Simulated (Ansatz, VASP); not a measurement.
## Two plane-wave programs on Te

Contents of POSCAR:

```
Te
1.0
    4.2169757553      0.0000000000      0.0000000000
   -2.1084878776      3.6520081312      0.0000000000
    0.0000000000      0.0000000000      4.5564822979
Te
2
Direct
    0.3333333333      0.6666666667      0.2500000000
    0.6666666667      0.3333333333      0.7500000000
```

The input INCAR.step1:

```
PREC = Accurate ; ENCUT = 520
ISMEAR = -1 ; SIGMA = 0.1
LREAL = F ; LASPH = T
NELM = 80 ; NBANDS = 13
GGA = PE ; ALGO = Normal
EDIFF = 1E-4 ; LWAVE = T
LCHARG = F
```

File INCAR.step2:

```
PREC = Accurate ; ENCUT = 520
EDIFF = 1E-6 ; ISMEAR = -1
SIGMA = 0.1 ; LREAL = F
LASPH = T ; NELM = 80
ALGO = Normal ; ISIF = 2
LWAVE = F ; LCHARG = T
METAGGA = R2SCAN ; LMIXTAU = T
LELF = T ; LVHAR = T
NBANDS = 13 ; ISTART = 1
```

The input KPOINTS:

```
regular mesh
0
Gamma
  10 10 8
```

Input for Ansatz:

```yaml
crystal:
  lattice:
    - [4.2169757553, 0.0, 0.0]
    - [-2.1084878776, 3.6520081312, 0.0]
    - [0.0, 0.0, 4.5564822979]
  atoms:
    - { symbol: Te, position: [0.3333333333, 0.6666666667, 0.25] }
    - { symbol: Te, position: [0.6666666667, 0.3333333333, 0.75] }
hamiltonian:
  xc: r2scan
  pseudopotentials:
    kind: paw
    azcp:
      Te: "pseudopotentials/Te.paw.azcp"
basis:
  ecutwfc: 500
  fft_grid_basis: typed
kpoints:
  mp_grid: { grid: [10, 10, 8], shift: [0, 0, 0] }
magnetization:
  spin_polarized: false
scf:
  occupations: { method: fermi_dirac, width: 0.1 }
  lower_state_search: "off"
output:
  stress: true
```

Alike in both runs: task single point; functional r2SCAN; k mesh 10 × 10 × 8; occupations fermi-dirac, width 0.1 eV; no spin polarisation.

```csv
,VASP,Ansatz
version,VASP 6.6.1,Ansatz 0.2.0
potentials or method,"VASP PAW PBE potentials, release 64 (Te), cutoff 520 eV","plane waves (500 eV) with PAW, scalar-relativistic"
valence electrons in the cell,12,32
```

|  | VASP | Ansatz | Ansatz less VASP |
| --- | --- | --- | --- |
| pressure (GPa) | -4.7 | -4.6 | +0.04 |
| traceless stress, the component that is largest in VASP (GPa) | -1.91 | -1.90 | +0.013 |

VASP's potentials were made for PBE, not for r2SCAN. VASP's potentials hold 12 valence electrons a cell and Ansatz's 32, so a difference there can come from the potentials and not from the codes.

Spin-orbit coupling is off throughout.
